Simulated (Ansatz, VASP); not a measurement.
## BaCaGe2: VASP beside Ansatz

```xyz
4
Lattice="4.0277 0.0000 0.0000 0.0000 4.0277 0.0000 0.0000 0.0000 7.0408" Properties=species:S:1:pos:R:3 pbc="T T T"
Ba    0.0000    0.0000    0.0000
Ca    0.0000    0.0000    3.5204
Ge    2.0138    2.0138    2.2474
Ge    2.0138    2.0138    4.7933
```

Alike in both runs: functional PBE; k mesh 12 × 12 × 8; occupations gaussian, width 0.1 eV; no spin polarisation.

Ansatz relaxed the structure, and its values are those at the end. VASP's run is a single point on that final structure, the one shown.

```csv
,VASP,Ansatz
version,VASP 6.6.1,Ansatz 0.2.0
potentials or method,"VASP PAW PBE potentials, release 64 (Ba_sv, Ca_sv, Ge_d), cutoff 520 eV","scalar-relativistic, plane waves, PAW"
valence electrons in the cell,48,48
```

|  | VASP | Ansatz | Ansatz less VASP |
| --- | --- | --- | --- |
| gap on the k mesh at the Fermi level (eV) | none | none | - |
| pressure (GPa) | 0.3 | 0.0 | -0.30 |
| rms of the force components (eV/Å) | 0.009 | 0.002 | -0.0077 |

A gap of «none» marks a metal or a gap that the smearing closes. With one functional, cell and mesh, what is left measures potentials, basis and numerics.

Neither program's run includes spin-orbit coupling.
